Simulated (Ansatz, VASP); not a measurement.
**Two plane-wave programs on AgCl**

```
Ag Cl
1.0
     0.00000    2.74545    2.80444
     2.74545    0.00000    2.80444
     2.74545    2.74545    0.00000
Ag Cl
1 1
Direct
  0.00000 0.00000 0.00000
  0.50000 0.50000 0.50000
```

Change from the starting cell: epitaxial_xy strain -1.0%.

Alike in both runs: task single point; functional PBE; k mesh 8 × 8 × 8; occupations fermi-dirac, width 0.02 eV; no spin polarisation.

|  | VASP | Ansatz |
| --- | --- | --- |
| version | VASP 6.6.1 | Ansatz 0.2.0 |
| potentials or method | VASP PAW PBE potentials, release 64 (Ag, Cl) | plane waves, PAW |
| plane-wave cutoff (eV) | 520 | 420 |
| valence electrons in the cell | 18 | 26 |

VASP gave:

* gap on the k mesh at the Fermi level (eV): 0.84
* pressure (GPa): 2.0
* traceless stress, the component that is largest in VASP (GPa): -0.39

Problem. Estimate Ansatz's values.

Solution. gap on the k mesh at the Fermi level (eV): 0.84; pressure (GPa): 2.1; traceless stress, the component that is largest in VASP (GPa): -0.40.

The functional is the same, so the differences come from potentials, cutoffs and numerics. VASP's potentials hold 18 valence electrons a cell and Ansatz's 26, so a difference there can come from the potentials and not from the codes.
